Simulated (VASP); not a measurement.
# Si in VASP: further runs

Si is run at these levels: PBE; tasks: single point.

All numbers are computed with VASP 6.6.1; they aren't measurements. Logs are shortened: lines on timing, memory, paths and dates and some standing lists are left out, and cuts for length are marked.

## 1. The cell of the first run

The typed cell holds 4 atoms: a = 2.688 Å, b = 4.618 Å, c = 5.376 Å, α = 115.21°, β = 104.12°, γ = 90.81°.

## 2. Single point, PBE

INCAR

```
PREC = Accurate
ENCUT = 520
EDIFF = 1E-6
ISMEAR = 0
SIGMA = 0.2
LREAL = False
LASPH = True
NELM = 60
ALGO = Normal
ISIF = 2
LWAVE = False
LCHARG = False
GGA = PE
NBANDS = 16
```

KPOINTS

```
Automatic mesh
0
Gamma
  8 8 8
```

POSCAR

```
Si
1.0
   -1.3275088310     -1.6526416571      1.6528696729
   -3.9825264930      1.6526416571     -1.6528696729
    2.6550176620     -3.3052833141     -3.3057393458
Si
4
Direct
    0.2500000000      0.7500000000      0.7500000000
    0.7500000000      0.2500000000      0.7500000000
    0.2500000000      0.7500000000      0.2500000000
    0.7500000000      0.2500000000      0.2500000000
```

Potentials or basis: VASP PAW PBE potentials, release 64 (Si).

Launch:

```bash
> cat potpaw_PBE.64/Si/POTCAR > POTCAR
> mpirun -np 1 vasp_std > vasp.out
```

OUTCAR:

```text
PREC = Accurate
   ENCUT = 520
   EDIFF = 1E-6
   ISMEAR = 0
   LREAL = False
   LASPH = True
   NELM = 60
   ISIF = 2
   GGA = PE

 ion  position               nearest neighbor table
   1  0.250  0.750  0.750-   2 2.66   2 2.66   4 2.69   3 2.69   3 2.69   4 2.69   2 2.69   2 2.69

   2  0.750  0.250  0.750-   1 2.66   1 2.66   4 2.69   4 2.69   3 2.69   3 2.69   1 2.69   1 2.69

   3  0.250  0.750  0.250-   4 2.66   4 2.66   1 2.69   1 2.69   2 2.69   2 2.69   4 2.69   4 2.69

   4  0.750  0.250  0.250-   3 2.66   3 2.66   1 2.69   2 2.69   2 2.69   1 2.69   3 2.69   3 2.69

  LATTYP: Found a triclinic cell.
 ALAT       =     8.4484330060
 B/A-ratio  =     1.1341759567
 C/A-ratio  =     1.1066428440
 COS(alpha) =     0.0000336530
 COS(beta)  =     0.5533595904
 COS(gamma) =     0.8294260564

  Lattice vectors:

 A1 = (   6.6375441550,   1.6526416570,   4.9586090187)
 A2 = (   9.2925618170,  -1.6526416571,   1.6528696729)
 A3 = (   0.0000000000,   6.6105666282,   6.6114786916)

Analysis of symmetry for initial positions (statically):
=====================================================================
 Subroutine PRICEL returns following result:

  LATTYP: Found a body centered orthorhombic cell.
 ALAT       =     2.6550176620
 B/A-ratio  =     1.2449195203
 C/A-ratio  =     1.2450912825

  Lattice vectors:

 A1 = (   1.3275088310,  -1.6526416571,   1.6528696729)
 A2 = (  -1.3275088310,   1.6526416570,   1.6528696729)
 A3 = (  -1.3275088310,  -1.6526416570,  -1.6528696729)

   4 primitive cells build up your supercell.

 Routine SETGRP: Setting up the symmetry group for a
 triclinic supercell.

 Subroutine GETGRP returns: Found  2 space group operations
 (whereof  2 operations were pure point group operations)
 out of a pool of  2 trial point group operations.

The static configuration has the point symmetry S_2 .

Analysis of symmetry for dynamics (positions and initial velocities):
=====================================================================
 Subroutine PRICEL returns following result:

  LATTYP: Found a body centered orthorhombic cell.
 ALAT       =     2.6550176620
 B/A-ratio  =     1.2449195203
 C/A-ratio  =     1.2450912825

  Lattice vectors:

 A1 = (   1.3275088310,  -1.6526416571,   1.6528696729)
 A2 = (  -1.3275088310,   1.6526416570,   1.6528696729)
 A3 = (  -1.3275088310,  -1.6526416570,  -1.6528696729)

   4 primitive cells build up your supercell.

 Routine SETGRP: Setting up the symmetry group for a
 triclinic supercell.

 Subroutine GETGRP returns: Found  2 space group operations
 (whereof  2 operations were pure point group operations)
 out of a pool of  2 trial point group operations.

The dynamic configuration has the point symmetry S_2 .

 Subroutine INISYM returns: Found  2 space group operations
 (whereof  2 operations are pure point group operations),
 and found     4 'primitive' translations

----------------------------------------------------------------------------------------

                                     Primitive cell

  volume of cell :      14.5049

  direct lattice vectors                    reciprocal lattice vectors
     1.327508831 -1.652641657  1.652869673     0.000000000 -0.302545926  0.302504189
    -1.327508831  1.652641657  1.652869673    -0.376645329  0.000000000  0.302504189
    -1.327508831 -1.652641657 -1.652869673    -0.376645329 -0.302545926 -0.000000000

  length of vectors
     2.688025725  2.688025725  2.688025725     0.427835040  0.483084349  0.483110485

  position of ions in fractional coordinates (direct lattice)
     0.500000000  0.500000000  0.000000000

  ion indices of the primitive-cell ions
   primitive index   ion index
                 1           1

----------------------------------------------------------------------------------------

 KPOINTS: Automatic mesh

Automatic generation of k-mesh.
 Grid dimensions read from file:
 generate k-points for:    8    8    8

 Generating k-lattice:

  Cartesian coordinates                     Fractional coordinates (reciprocal lattice)
    -0.023540333 -0.037818241  0.018906512     0.125000000 -0.000000000 -0.000000000
    -0.023540333  0.000000000 -0.018906512    -0.000000000  0.125000000  0.000000000
     0.000000000 -0.018909120 -0.018906512    -0.000000000  0.000000000  0.125000000

  Length of vectors
     0.048392384  0.030192772  0.026739690

  Shift w.r.t. Gamma in fractional coordinates (k-lattice)
     0.000000000  0.000000000  0.000000000

 Subroutine IBZKPT returns following result:
 ===========================================

 Found    260 irreducible k-points:

 Following reciprocal coordinates:
            Coordinates               Weight
  0.000000  0.000000  0.000000      1.000000
  0.125000  0.000000 -0.000000      2.000000
  0.250000  0.000000 -0.000000      2.000000
  0.375000  0.000000 -0.000000      2.000000
  0.500000  0.000000 -0.000000      1.000000
  0.000000  0.125000 -0.000000      2.000000
[... 16 lines left out ...]
  0.125000  0.375000 -0.000000      2.000000
  0.250000  0.375000 -0.000000      2.000000
 [... further k-points ...]
   k-points           NKPTS =    260   k-points in BZ     NKDIM =    260   number of bands    NBANDS=     16
   number of dos      NEDOS =    301   number of ions     NIONS =      4
   total plane-waves  NPLWV =  28800
   dimension x,y,z NGX =    20 NGY =   36 NGZ =   40
   dimension x,y,z NGXF=    40 NGYF=   72 NGZF=   80
   ions per type =               4
   NGX,Y,Z   is equivalent  to a cutoff of  12.37, 12.96, 12.37 a.u.
   NGXF,Y,Z  is equivalent  to a cutoff of  24.74, 25.92, 24.74 a.u.
 SYSTEM =  unknown system
   PREC   = accura    normal or accurate (medium, high low for compatibility)
   ISTART =      0    job   : 0-new  1-cont  2-samecut
   ICHARG =      2    charge: 1-file 2-atom 10-const
   ISPIN  =      1    spin polarized calculation?
   LNONCOLLINEAR =      F non collinear calculations
   LSORBIT =      F    spin-orbit coupling
   LASPH  =      T    aspherical Exc in radial PAW
   ENCUT  =  520.0 eV  38.22 Ry    6.18 a.u.   5.00  8.59 10.00*2*pi/ulx,y,z
   NELM   =     60;   NELMIN=  2; NELMDL= -5     # of ELM steps
   EDIFF  = 0.1E-05   stopping-criterion for ELM
   LREAL  =      F    real-space projection
   EDIFFG = 0.1E-04   stopping-criterion for IOM
   NSW    =      0    number of steps for IOM
   IBRION =     -1    ionic relax: 0-MD 1-quasi-New 2-CG
   NFREE  =      0    steps in history (QN), initial steepest desc. (CG)
   ISIF   =      2    stress and relaxation
   ISYM   =      2    0-nonsym 1-usesym 2-fastsym
   POTIM  = 0.5000    time-step for ionic-motion
   TEBEG  =    0.0;   TEEND  =   0.0 temperature during run
   PSTRESS=    0.0 pullay stress
   NELECT =      16.0000    total number of electrons
   NUPDOWN=      -1.0000    fix difference up-down
   EMIN   =  10.00;   EMAX   =-10.00  energy-range for DOS
   EFERMI =   0.00;   METHOD = LEGACY
   ISMEAR =     0;   SIGMA  =   0.20  broadening in eV -4-tet -1-fermi 0-gaus
   EFERMI_NEDOS =   21; number of points for ismear=-14 and -15
   IALGO  =     38    algorithm
   IMIX   =      4    mixing-type and parameters
     AMIX     =   0.40;   BMIX     =  1.00
     AMIX_MAG =   1.60;   BMIX_MAG =  1.00
  volume/ion in A,a.u.               =      14.50        97.88
  Fermi-wavevector in a.u.,A,eV,Ry     =   1.065589  2.013672 15.449156  1.135481
  Thomas-Fermi vector in A             =   2.201146
   LORBIT       =      0    0 simple, 1 ext, 2 COOP (PROOUT), +10 PAW based schemes
   GGA     = PE    functional components
   LHFCALC =     F    Hartree Fock is set to
   AEXX    =    0.0000 exact exchange contribution
   IVDW    =     0    specifies the selected vdW correction
   LEPSILON=     F    determine dielectric tensor
   LRPA    =     F    only Hartree local field effects (RPA)
 non-spin polarized calculation
 Gauss-broadening in eV      SIGMA  =   0.20
  energy-cutoff  :      520.00
  volume of cell :       58.02
 maximum number of plane-waves:      1587
   NGX =  9   NGY = 17   NGZ = 19

 number of electron      15.9999999 magnetization

 Free energy of the ion-electron system (eV)
  ---------------------------------------------------
  ext. energy  EPLUGINS =         0.00000000
  ---------------------------------------------------
  free energy    TOTEN  =       -19.82868914 eV

  energy without entropy =      -19.80143870  energy(sigma->0) =      -19.81506392

 E-fermi :  10.0688     XC(G=0): -11.1722

 val. band max:       10.0429446209   @ k =  -0.2500   0.3750   0.3750
 cond. band min:      10.0704946652   @ k =   0.2500  -0.2500   0.2500
 fundamental gap:      0.0275500443
 Fermi energy:        10.0688133871

 k-point     1 :       0.0000    0.0000    0.0000
  band No.  band energies     occupation
      1      -4.3202      2.00000
      2       1.5908      2.00000
      3       2.9001      2.00000
      4       3.8532      2.00000
      5       3.8538      2.00000
      6       4.1297      2.00000
[... 8 lines left out ...]
     15      19.1372      0.00000
     16      19.1393      0.00000

 k-point     2 :       0.1250    0.0000   -0.0000
  band No.  band energies     occupation
      1      -3.9812      2.00000
      2       1.5401      2.00000
      3       3.6011      2.00000
      4       3.8380      2.00000
      5       3.9432      2.00000
      6       4.6826      2.00000
[... 8 lines left out ...]
     15      18.5281      0.00000
     16      19.2764      0.00000

 k-point     3 :       0.2500    0.0000   -0.0000
  band No.  band energies     occupation
      1      -2.9681      2.00000
      2       1.8292      2.00000
      3       4.3171      2.00000
      4       4.5803      2.00000
      5       5.2484      2.00000
      6       5.9286      2.00000
[... 8 lines left out ...]
     15      17.5489      0.00000
     16      18.6363      0.00000
[... 362 lines left out ...]
 k-point    23 :       0.1250    0.3750   -0.0000
  band No.  band energies     occupation
      1      -2.6208      2.00000
      2      -0.9886      2.00000
      3       0.6124      2.00000
      4       2.2212      2.00000
      5       7.1165      2.00000
      6       8.5377      2.00000
[... 8 lines left out ...]
     15      16.8320      0.00000
     16      17.0697      0.00000

 k-point    24 :       0.2500    0.3750   -0.0000
  band No.  band energies     occupation
      1      -1.4412      2.00000
      2      -0.2862      2.00000
      3       0.9791      2.00000
      4       3.6929      2.00000
      5       7.7811      2.00000
      6       8.3320      2.00000
[... 8 lines left out ...]
     15      16.4919      0.00000
     16      16.8871      0.00000

 [... further k-points ...]

------------------------ aborting loop because EDIFF is reached ----------------------------------------

  FORCE on cell =-STRESS in cart. coord.  units (eV):
  Direction    XX          YY          ZZ          XY          YZ          ZX
  --------------------------------------------------------------------------------------
  -------------------------------------------------------------------------------------
  Total       -0.1972645      0.0487508      0.0410915     -0.2632631      0.2983380      0.2634282
  in kB       -5.4473434      1.3462246      1.1347192     -7.2698576      8.2384303      7.2744165
  external PRESSURE =      -0.9887999 kB  Pullay stress =       0.0000000 kB

 VOLUME and BASIS-vectors are now :
 -----------------------------------------------------------------------------
  energy-cutoff  :      520.00
  volume of cell :       58.02
      direct lattice vectors                 reciprocal lattice vectors
    -1.327508831 -1.652641657  1.652869673    -0.188322664 -0.302545926  0.151252095
    -3.982526493  1.652641657 -1.652869673    -0.188322664  0.000000000 -0.151252095
     2.655017662 -3.305283314 -3.305739346     0.000000000 -0.151272963 -0.151252095

 POSITION                                       TOTAL-FORCE (eV/Angst)
 -----------------------------------------------------------------------------------
     -1.32751     -1.65264     -3.30574        -0.000000      0.000000     -0.000000
      0.00000     -3.30528     -1.65287         0.000000     -0.000000     -0.000000
     -2.65502      0.00000     -1.65287        -0.000000      0.000000      0.000000
     -1.32751     -1.65264      0.00000         0.000000     -0.000000      0.000000
 -----------------------------------------------------------------------------------
    total drift:                                0.000000     -0.000000     -0.000000

  FREE ENERGIE OF THE ION-ELECTRON SYSTEM (eV)
  ---------------------------------------------------
  free  energy   TOTEN  =       -19.8286891360 eV

  energy  without entropy=      -19.8014387049  energy(sigma->0) =      -19.81506392
```

Wall time 1.8 min (1 thread of Intel Xeon Platinum 8259CL at 2.50GHz (Skylake/Cascade Lake), shared host); peak memory 0.29 GiB.

Results:

```
Free energy            : -19.8287 eV
Pressure               : -0.1 GPa
Band gap on the k mesh : zero (bands 8 and 9 overlap by 7.43 eV)
```

Stress tensor (GPa, compression positive):
```
-0.54 -0.73  0.73
-0.73  0.13  0.82
 0.73  0.82  0.11
```

## 3. Single point, PBE

This run uses another cell than the first one: it holds 1 atom, not 4.

INCAR

```
SYSTEM = Si
  ALGO = Normal
  EDIFF = 1E-6
  ENCUT = 520
  GGA = PE
  ISIF = 2
  ISMEAR = 0
  LASPH = .True.
  LCHARG = .False.
  LREAL = .False.
  LWAVE = .False.
  NBANDS = 8
  NELM = 60
  PREC = Accurate
  SIGMA = 0.1
```

KPOINTS

```
k-points
0
Gamma
  28 28 28
  0 0 0
```

POSCAR

```
Si
1.0
   -1.3275088310      1.6526416571      1.6528696729
    1.3275088310     -1.6526416571      1.6528696729
    1.3275088310      1.6526416571     -1.6528696729
Si
1
Direct
    0.5000000000      0.5000000000      0.0000000000
```

Potentials or basis: VASP PAW PBE potentials, release 64 (Si).

Launch:

```bash
> cat potpaw_PBE.64/Si/POTCAR > POTCAR
> mpirun -np 1 vasp_std > vasp.out
```

OUTCAR:

```text
SYSTEM = Si
   EDIFF = 1E-6
   ENCUT = 520
   GGA = PE
   ISIF = 2
   ISMEAR = 0
   LASPH = .True.
   LREAL = .False.
   NELM = 60
   PREC = Accurate

 ion  position               nearest neighbor table
   1  0.500  0.500  0.000-

  LATTYP: Found a body centered orthorhombic cell.
 ALAT       =     2.6550176620
 B/A-ratio  =     1.2449195203
 C/A-ratio  =     1.2450912825

  Lattice vectors:

 A1 = (  -1.3275088310,   1.6526416571,   1.6528696729)
[... 442 lines left out ...]
      6      22.6323      0.00000
      7      25.6726      0.00000
      8      26.4485      0.00000

 [... further k-points ...]

------------------------ aborting loop because EDIFF is reached ----------------------------------------

  FORCE on cell =-STRESS in cart. coord.  units (eV):
  Direction    XX          YY          ZZ          XY          YZ          ZX
  --------------------------------------------------------------------------------------
  -------------------------------------------------------------------------------------
  Total       -0.0040932     -0.0020476     -0.0030907      0.0000000      0.0000000      0.0000000
  in kB       -0.4521215     -0.2261730     -0.3413926      0.0000000      0.0000000      0.0000000
  external PRESSURE =      -0.3398957 kB  Pullay stress =       0.0000000 kB

 VOLUME and BASIS-vectors are now :
 -----------------------------------------------------------------------------
  energy-cutoff  :      520.00
  volume of cell :       14.50
      direct lattice vectors                 reciprocal lattice vectors
    -1.327508831  1.652641657  1.652869673     0.000000000  0.302545926  0.302504189
     1.327508831 -1.652641657  1.652869673     0.376645329  0.000000000  0.302504189
     1.327508831  1.652641657 -1.652869673     0.376645329  0.302545926  0.000000000

 POSITION                                       TOTAL-FORCE (eV/Angst)
 -----------------------------------------------------------------------------------
      0.00000      0.00000      1.65287         0.000000      0.000000      0.000000
 -----------------------------------------------------------------------------------
    total drift:                                0.000000     -0.000000      0.000000

  FREE ENERGIE OF THE ION-ELECTRON SYSTEM (eV)
  ---------------------------------------------------
  free  energy   TOTEN  =        -4.9407046023 eV

  energy  without entropy=       -4.9384854428  energy(sigma->0) =       -4.93959502
```

Wall time 2.4 min (1 thread of Intel Xeon Platinum 8259CL at 2.50GHz (Skylake/Cascade Lake), shared host); peak memory 0.39 GiB.

What came out:

```yaml
Free_energy: -4.9407 eV
Pressure: 0.0 GPa
Band_gap_on_the_k_mesh: zero (bands 2 and 3 overlap by 13.02 eV)
```

Levels at points of the mesh, in eV from the Fermi level:
| k point | band 1 | band 2 | band 3 | band 4 | band 5 | band 6 | band 7 |
| --- | --- | --- | --- | --- | --- | --- | --- |
| (0.00, 0.00, 0.00) | -14.39 | 9.38 | 9.67 | 9.68 | 12.68 | 13.51 | 15.20 |
| (0.50, 0.00, 0.00) | -8.48 | -7.17 | 8.95 | 11.44 | 11.61 | 11.69 | 16.89 |
| (0.00, 0.50, 0.00) | -6.22 | -5.94 | 4.63 | 6.28 | 6.34 | 9.07 | 18.32 |
| (0.50, 0.50, 0.00) | -6.22 | -5.94 | 4.63 | 6.28 | 6.34 | 9.06 | 18.33 |
| (0.50, 0.50, 0.50) | -2.40 | -2.40 | -1.75 | 1.29 | 4.33 | 6.68 | 24.90 |
